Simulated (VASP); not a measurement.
Input of a VASP 6.6.1 run:

Contents of INCAR:

```
ALGO = Normal ; EDIFF = 1E-6
ENCUT = 600 ; GGA = CA
GGA_COMPAT = False ; ISIF = 2
ISMEAR = 0 ; LASPH = True
LCHARG = False ; LREAL = False
LWAVE = False ; NBANDS = 28
NELM = 120 ; PREC = Accurate
SIGMA = 0.1
```

File KPOINTS:

```
k-points
0
Gamma
  4 4 4
```

The input POSCAR:

```
BaTiO3
1.0
    4.0076816400      0.0000000000      0.0000000000
    0.0000000000      4.0076816400      0.0000000000
    0.0000000000      0.0000000000      4.0076816400
Ba Ti O
1 1 3
Direct
    0.0000000000      0.0000000000      0.0000000000
    0.5000000000      0.5000000000      0.5000000000
    0.5000000000      0.5000000000      0.0000000000
    0.5000000000      0.0000000000      0.5000000000
    0.0000000000      0.5000000000      0.5000000000
```

Potentials or basis: VASP PAW LDA potentials, release 64 (Ba_sv, Ti_sv, O).

Launch:

```console
$ cat potpaw_LDA.64/Ba_sv/POTCAR potpaw_LDA.64/Ti_sv/POTCAR potpaw_LDA.64/O/POTCAR > POTCAR
$ mpirun -np 1 vasp_std > vasp.out
```

(1) Estimate the band gap on the k mesh.

(2) Predict the pressure.

Results:

(1) 1.63 eV, indirect (least direct gap 1.78 eV).

(2) -7.6 GPa.

Caveat: spin-orbit coupling is left out, which moves the levels of the heavy elements.
